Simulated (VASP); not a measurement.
# Ni (Fd-3m) in VASP: further runs

Runs on Ni. Level: r2SCAN+D4. Tasks: single point, relaxation of cell and atoms.

Program: VASP 6.6.1. These are calculated values, not measurements. Logs are shortened: lines on timing, memory, paths and dates and some standing lists are left out, and cuts for length are marked.

**1. The cell of the first run**

The structure is cubic, space group Fd-3m (No. 227). The conventional cell has a = 5.048 Å, b = 5.048 Å, c = 5.048 Å, α = 90.00°, β = 90.00°, γ = 90.00°. Within 2.9 Å of Ni (site symmetry -43m) lie 4 Ni at 2.19 Å.

This isn't the form of Ni at room conditions, which is fcc.

**2. Single point, r2SCAN+D4, collinear spin, ferromagnetic start**

POSCAR reads:

```
Ni
1.0
    0.0000000000      2.5239140610      2.5239140610
    2.5239140610      0.0000000000      2.5239140610
    2.5239140610      2.5239140610      0.0000000000
Ni
2
Direct
    1.0000000000      1.0000000000      1.0000000000
    0.2500000000      0.2500000000      0.2500000000
```

INCAR.step1 reads:

```
PREC = Accurate
ENCUT = 660
ISMEAR = -1
SIGMA = 0.05
LREAL = False
LASPH = True
NELM = 200
ISPIN = 2
MAGMOM = 1.5 1.5
LMAXMIX = 4
NBANDS = 21
GGA = PE
ALGO = Normal
EDIFF = 1E-5
LWAVE = True
LCHARG = False
GGA_COMPAT = False
```

INCAR.step2 reads:

```
PREC = Accurate
ENCUT = 660
EDIFF = 1E-6
ISMEAR = -1
SIGMA = 0.05
LREAL = False
LASPH = True
NELM = 200
ALGO = Normal
ISIF = 2
LWAVE = False
LCHARG = False
ISPIN = 2
MAGMOM = 1.5 1.5
LORBIT = 11
LMAXMIX = 4
METAGGA = R2SCAN
LMIXTAU = True
IVDW = 13
VDW_S6 = 1.0
VDW_S8 = 0.6018749
VDW_A1 = 0.51559235
VDW_A2 = 5.77342911
NBANDS = 21
ISTART = 1
GGA_COMPAT = False
```

KPOINTS reads:

```
regular mesh
0
Gamma
  6 6 6
```

Potentials or basis: VASP PAW PBE potentials, release 64 (Ni).

On the command line:

```bash
$ cat potpaw_PBE.64/Ni/POTCAR > POTCAR
$ cp INCAR.step1 INCAR
$ mpirun -np 1 vasp_std > vasp.out
$ cp INCAR.step2 INCAR
$ mpirun -np 1 vasp_std > vasp.out
```

OUTCAR:

```text
PREC = Accurate
   ENCUT = 660
   EDIFF = 1E-6
   ISMEAR = -1
   LREAL = False
   LASPH = True
   NELM = 200
   ISIF = 2
   ISPIN = 2
   LORBIT = 11
   METAGGA = R2SCAN
   IVDW = 13
   ISTART = 1

 ion  position               nearest neighbor table
   1  0.000  0.000  0.000-   2 2.19   2 2.19   2 2.19   2 2.19
   2  0.250  0.250  0.250-   1 2.19   1 2.19   1 2.19   1 2.19

  LATTYP: Found a face centered cubic cell.
 ALAT       =     5.0478281220

  Lattice vectors:

 A1 = (   0.0000000000,   2.5239140610,   2.5239140610)
 A2 = (   2.5239140610,   0.0000000000,   2.5239140610)
 A3 = (   2.5239140610,   2.5239140610,   0.0000000000)

Analysis of symmetry for initial positions (statically):
=====================================================================
 Subroutine PRICEL returns:
 Original cell was already a primitive cell.

 Routine SETGRP: Setting up the symmetry group for a
 face centered cubic supercell.

 Subroutine GETGRP returns: Found 48 space group operations
 (whereof 24 operations were pure point group operations)
 out of a pool of 48 trial point group operations.

The static configuration has the point symmetry T_d .
 The point group associated with its full space group is O_h .

Analysis of symmetry for dynamics (positions and initial velocities):
=====================================================================
 Subroutine PRICEL returns:
 Original cell was already a primitive cell.

 Routine SETGRP: Setting up the symmetry group for a
 face centered cubic supercell.

 Subroutine GETGRP returns: Found 48 space group operations
 (whereof 24 operations were pure point group operations)
 out of a pool of 48 trial point group operations.

The dynamic configuration has the point symmetry T_d .
 The point group associated with its full space group is O_h .

Analysis of structural, dynamic, and magnetic symmetry:
=====================================================================
 Subroutine PRICEL returns:
 Original cell was already a primitive cell.

 Routine SETGRP: Setting up the symmetry group for a
 face centered cubic supercell.

 Subroutine GETGRP returns: Found 48 space group operations
 (whereof 24 operations were pure point group operations)
 out of a pool of 48 trial point group operations.

The overall configuration has the point symmetry T_d .
 The point group associated with its full space group is O_h .

 Subroutine INISYM returns: Found 48 space group operations
 (whereof 24 operations are pure point group operations),
 and found     1 'primitive' translations

----------------------------------------------------------------------------------------

                                     Primitive cell

  volume of cell :      32.1554

  direct lattice vectors                    reciprocal lattice vectors
     0.000000000  2.523914061  2.523914061    -0.198105002  0.198105002  0.198105002
     2.523914061  0.000000000  2.523914061     0.198105002 -0.198105002  0.198105002
     2.523914061  2.523914061  0.000000000     0.198105002  0.198105002 -0.198105002

  length of vectors
     3.569353495  3.569353495  3.569353495     0.343127929  0.343127929  0.343127929

  position of ions in fractional coordinates (direct lattice)
     0.000000000  0.000000000  0.000000000
     0.250000000  0.250000000  0.250000000

  ion indices of the primitive-cell ions
   primitive index   ion index
                 1           1
                 2           2

----------------------------------------------------------------------------------------

 KPOINTS: regular mesh

Automatic generation of k-mesh.
 Grid dimensions read from file:
 generate k-points for:    6    6    6

 Generating k-lattice:

  Cartesian coordinates                     Fractional coordinates (reciprocal lattice)
    -0.033017500  0.033017500  0.033017500     0.166666667  0.000000000  0.000000000
     0.033017500 -0.033017500  0.033017500     0.000000000  0.166666667  0.000000000
     0.033017500  0.033017500 -0.033017500     0.000000000  0.000000000  0.166666667

  Length of vectors
     0.057187988  0.057187988  0.057187988

  Shift w.r.t. Gamma in fractional coordinates (k-lattice)
     0.000000000  0.000000000  0.000000000

 Subroutine IBZKPT returns following result:
 ===========================================

 Found     16 irreducible k-points:

 Following reciprocal coordinates:
            Coordinates               Weight
  0.000000  0.000000  0.000000      1.000000
  0.166667  0.000000  0.000000      8.000000
  0.333333  0.000000  0.000000      8.000000
  0.500000  0.000000  0.000000      4.000000
  0.166667  0.166667  0.000000      6.000000
  0.333333  0.166667  0.000000     24.000000
[... 8 lines left out ...]
 -0.333333  0.333333  0.166667     24.000000
 -0.333333  0.500000  0.166667     12.000000
   k-points           NKPTS =     16   k-points in BZ     NKDIM =     16   number of bands    NBANDS=     21
   number of dos      NEDOS =    301   number of ions     NIONS =      2
   total plane-waves  NPLWV =  27000
   dimension x,y,z NGX =    30 NGY =   30 NGZ =   30
   dimension x,y,z NGXF=    60 NGYF=   60 NGZF=   60
   ions per type =               2
   NGX,Y,Z   is equivalent  to a cutoff of  13.97, 13.97, 13.97 a.u.
   NGXF,Y,Z  is equivalent  to a cutoff of  27.95, 27.95, 27.95 a.u.
 SYSTEM =  unknown system
   PREC   = accura    normal or accurate (medium, high low for compatibility)
   ISTART =      1    job   : 0-new  1-cont  2-samecut
   ICHARG =      0    charge: 1-file 2-atom 10-const
   ISPIN  =      2    spin polarized calculation?
   LNONCOLLINEAR =      F non collinear calculations
   LSORBIT =      F    spin-orbit coupling
   LASPH  =      T    aspherical Exc in radial PAW
   ENCUT  =  660.0 eV  48.51 Ry    6.96 a.u.   7.48  7.48  7.48*2*pi/ulx,y,z
   NELM   =    200;   NELMIN=  2; NELMDL=  0     # of ELM steps
   EDIFF  = 0.1E-05   stopping-criterion for ELM
   LREAL  =      F    real-space projection
[... 7 lines left out ...]
   TEBEG  =    0.0;   TEEND  =   0.0 temperature during run
   PSTRESS=    0.0 pullay stress
   NELECT =      20.0000    total number of electrons
   NUPDOWN=      -1.0000    fix difference up-down
   EMIN   =  10.00;   EMAX   =-10.00  energy-range for DOS
   EFERMI =   0.00;   METHOD = LEGACY
   ISMEAR =    -1;   SIGMA  =   0.05  broadening in eV -4-tet -1-fermi 0-gaus
   EFERMI_NEDOS =   21; number of points for ismear=-14 and -15
   IALGO  =     38    algorithm
   IMIX   =      4    mixing-type and parameters
     AMIX     =   0.40;   BMIX     =  1.00
     AMIX_MAG =   1.60;   BMIX_MAG =  1.00
  volume/ion in A,a.u.               =      16.08       108.50
  Fermi-wavevector in a.u.,A,eV,Ry     =   1.397441  2.640781 26.570034  1.952842
  Thomas-Fermi vector in A             =   2.520697
   LORBIT       =     11    0 simple, 1 ext, 2 COOP (PROOUT), +10 PAW based schemes
   METAGGA = R2SCAN    functional components
   LHFCALC =     F    Hartree Fock is set to
   AEXX    =    0.0000 exact exchange contribution
   IVDW    =    13    specifies the selected vdW correction
   LEPSILON=     F    determine dielectric tensor
   LRPA    =     F    only Hartree local field effects (RPA)
 spin polarized calculation
  energy-cutoff  :      660.00
  volume of cell :       32.16
 maximum number of plane-waves:      1258
 NGX is ok and might be reduce to    30
   NGX = 15   NGY = 15   NGZ = 15

 number of electron      20.0000013 magnetization       1.6494651

 Free energy of the ion-electron system (eV)
  ---------------------------------------------------
  ext. energy  EPLUGINS =         0.00000000
  ---------------------------------------------------
  free energy    TOTEN  =       -21.39545654 eV

  energy without entropy =      -21.37316075  energy(sigma->0) =      -21.38430865

 E-fermi :   5.0280     XC(G=0): -11.5024

 val. band max:        5.0120128238   @ k =   0.0000   0.0000   0.0000
 cond. band min:       5.0464332751   @ k =   0.1667   0.0000   0.0000
 fundamental gap:      0.0344204514
 Fermi energy:         5.0279834681

 spin component 1

 k-point     1 :       0.0000    0.0000    0.0000
  band No.  band energies     occupation
      1      -1.9783      1.00000
      2       1.2980      1.00000
      3       1.2980      1.00000
      4       1.2980      1.00000
      5       1.3309      1.00000
      6       1.3309      1.00000
[... 13 lines left out ...]
     20      22.8083      0.00000
     21      22.8083      0.00000
[... 337 lines left out ...]
 k-point    16 :      -0.3333    0.5000    0.1667
  band No.  band energies     occupation
      1       0.8363      1.00000
      2       0.8363      1.00000
      3       1.5304      1.00000
      4       1.5304      1.00000
      5       2.1279      1.00000
      6       2.1279      1.00000
[... 13 lines left out ...]
     20      30.3120      0.00000
     21      30.7906      0.00000
 Fermi energy:         5.0279834681

 spin component 2

 k-point     1 :       0.0000    0.0000    0.0000
  band No.  band energies     occupation
      1      -2.1310      1.00000
      2       2.2290      1.00000
      3       2.2290      1.00000
      4       2.4037      1.00000
      5       2.4037      1.00000
      6       2.4037      1.00000
[... 13 lines left out ...]
     20      22.8836      0.00000
     21      22.8836      0.00000
[... 337 lines left out ...]
 k-point    16 :      -0.3333    0.5000    0.1667
  band No.  band energies     occupation
      1       1.8101      1.00000
      2       1.8101      1.00000
      3       2.5079      1.00000
      4       2.5079      1.00000
      5       2.9655      1.00000
      6       2.9655      1.00000
[... 13 lines left out ...]
     20      30.4926      0.00000
     21      30.9391      0.00000

------------------------ aborting loop because EDIFF is reached ----------------------------------------

  DFT-D4 for vdW energy calculation

  Edisp (eV):   -0.27080

  FORCE on cell =-STRESS in cart. coord.  units (eV):
  Direction    XX          YY          ZZ          XY          YZ          ZX
  --------------------------------------------------------------------------------------
  -------------------------------------------------------------------------------------
  Total      -0.01815    -0.01815    -0.01815    -0.00000     0.00000    -0.00000
  in kB      -0.90422    -0.90422    -0.90422    -0.00000     0.00000    -0.00000
  external pressure =       -0.90 kB  Pullay stress =        0.00 kB

 VOLUME and BASIS-vectors are now :
 -----------------------------------------------------------------------------
  energy-cutoff  :      660.00
  volume of cell :       32.16
      direct lattice vectors                 reciprocal lattice vectors
     0.000000000  2.523914061  2.523914061    -0.198105002  0.198105002  0.198105002
     2.523914061  0.000000000  2.523914061     0.198105002 -0.198105002  0.198105002
     2.523914061  2.523914061  0.000000000     0.198105002  0.198105002 -0.198105002

 POSITION                                       TOTAL-FORCE (eV/Angst)
 -----------------------------------------------------------------------------------
      0.00000      0.00000      0.00000        -0.000000      0.000000      0.000000
      1.26196      1.26196      1.26196         0.000000     -0.000000     -0.000000
 -----------------------------------------------------------------------------------
    total drift:                                0.000000      0.000000      0.000000

  FREE ENERGIE OF THE ION-ELECTRON SYSTEM (eV)
  ---------------------------------------------------
  free  energy   TOTEN  =       -21.6662553460 eV

  energy  without entropy=      -21.6439595506  energy(sigma->0) =      -21.65510745

 total charge

# of ion       s       p       d       tot
------------------------------------------
    1        0.569   0.371   8.355   9.295
    2        0.569   0.371   8.355   9.295
--------------------------------------------------
tot          1.138   0.741  16.710  18.590

 magnetization (x)

# of ion       s       p       d       tot
------------------------------------------
    1       -0.025  -0.035   0.894   0.835
    2       -0.025  -0.035   0.894   0.835
--------------------------------------------------
tot         -0.050  -0.070   1.789   1.669
```

Wall time 3.4 min (1 thread of Intel Xeon Platinum 8259CL at 2.50GHz (Skylake/Cascade Lake), shared host); peak memory 0.2 GiB.

Results:

```yaml
Free_energy: -21.6663 eV
Pressure: -0.1 GPa
Net_moment: 1.65 μB per cell
Site_moments: Ni +0.83 μB
Valence_electrons_inside_the_program's_atomic_spheres: Ni 9.29
Dispersion_energy_per_atom: -0.135 eV
```

Levels at points of the mesh, in eV from the Fermi level:
Spin up:
| k point | band 8 | band 9 | band 10 | band 11 | band 12 | band 13 | band 14 | band 15 |
| --- | --- | --- | --- | --- | --- | --- | --- | --- |
| (0.00, 0.00, 0.00) | -2.21 | -2.21 | -1.18 | -1.18 | 12.14 | 12.14 | 12.14 | 12.64 |
| (0.50, 0.00, 0.00) | -1.83 | -1.68 | -1.39 | -1.39 | 0.04 | 8.81 | 8.81 | 12.73 |
| (0.50, 0.50, 0.00) | -2.39 | -1.27 | -1.27 | 0.77 | 0.77 | 4.52 | 4.52 | 9.56 |
Spin down:
| k point | band 6 | band 7 | band 8 | band 9 | band 10 | band 11 | band 12 | band 13 |
| --- | --- | --- | --- | --- | --- | --- | --- | --- |
| (0.00, 0.00, 0.00) | -2.62 | -0.89 | -0.89 | -0.89 | -0.02 | -0.02 | 12.29 | 12.29 |
| (0.50, 0.00, 0.00) | -2.54 | -1.78 | -0.76 | -0.76 | 0.04 | 0.04 | 1.16 | 8.87 |
| (0.50, 0.50, 0.00) | -2.31 | -1.35 | -1.35 | 0.22 | 0.22 | 1.44 | 1.44 | 4.43 |

Caveat: the PAW data sets were made with another functional, which shifts forces and pressure a little.

(Continued in part 2 of 2.)
